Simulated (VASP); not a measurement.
Wanted: the native input for a VASP 6.6.1 run.

| Item | Value |
| --- | --- |
| Task | single point |
| Functional | r2SCAN |
| Potentials or basis | VASP PAW PBE potentials, release 64 (Al, N) |
| Cutoff | 520 eV |
| k mesh | 9 × 9 × 5 |
| Occupations | fermi-dirac, width 0.05 eV |
| Spin | no spin polarisation |
| Dipole correction | no |
| Further INCAR settings | ALGO = Normal; EDIFF = 1e-07; NBANDS = 16 |

Crystal: AlN.

```
Al N
1.0
     3.11382    0.00000    0.00000
    -1.55691    2.69664    0.00000
     0.00000    0.00000    4.98353
Al N
2 2
Direct
  0.66667 0.33333 0.49700
  0.33333 0.66667 0.99700
  0.33333 0.66667 0.37900
  0.66667 0.33333 0.87900
```

One way to write it, as run:

POSCAR

```
AlN
1.0
    3.1138160000      0.0000000000      0.0000000000
   -1.5569080000      2.6966440000      0.0000000000
    0.0000000000      0.0000000000      4.9835290000
Al N
2 2
Direct
    0.6666670000      0.3333330000      0.4969990000
    0.3333330000      0.6666670000      0.9970000000
    0.3333330000      0.6666670000      0.3790010000
    0.6666670000      0.3333330000      0.8790000000
```

INCAR.step1

```
SYSTEM = AlN
  PREC = Accurate
  ENCUT = 520
  ISMEAR = -1
  SIGMA = 0.05
  LREAL = .False.
  LASPH = .True.
  NELM = 100
  NBANDS = 16
  GGA = PE
  ALGO = Normal
  EDIFF = 1E-4
  LWAVE = .True.
  LCHARG = .False.
```

INCAR.step2

```
SYSTEM = AlN
  PREC = Accurate
  ENCUT = 520
  EDIFF = 1E-7
  ISMEAR = -1
  SIGMA = 0.05
  LREAL = .False.
  LASPH = .True.
  NELM = 100
  ALGO = Normal
  ISIF = 2
  LWAVE = .False.
  LCHARG = .False.
  METAGGA = R2SCAN
  LMIXTAU = .True.
  NBANDS = 16
  ISTART = 1
```

KPOINTS

```
regular mesh
0
Gamma
  9 9 5
  0 0 0
```

Potentials or basis: VASP PAW PBE potentials, release 64 (Al, N).

The run is started by

```bash
$ cat potpaw_PBE.64/Al/POTCAR potpaw_PBE.64/N/POTCAR > POTCAR
$ cp INCAR.step1 INCAR
$ mpirun -np 1 vasp_std > vasp.out
$ cp INCAR.step2 INCAR
$ mpirun -np 1 vasp_std > vasp.out
```

Results of the run:

- Pressure: -1.6 GPa
- Largest force: 0.012 eV/Å
- Band gap on the k mesh: 4.86 eV, direct

Caveat: the PAW data sets were made with another functional, which shifts forces and pressure a little.

It took 35 s on 1 thread of Intel(R) Xeon(R) 6975P-C (Granite Rapids), with other jobs on the host, peak memory 0.16 GiB.
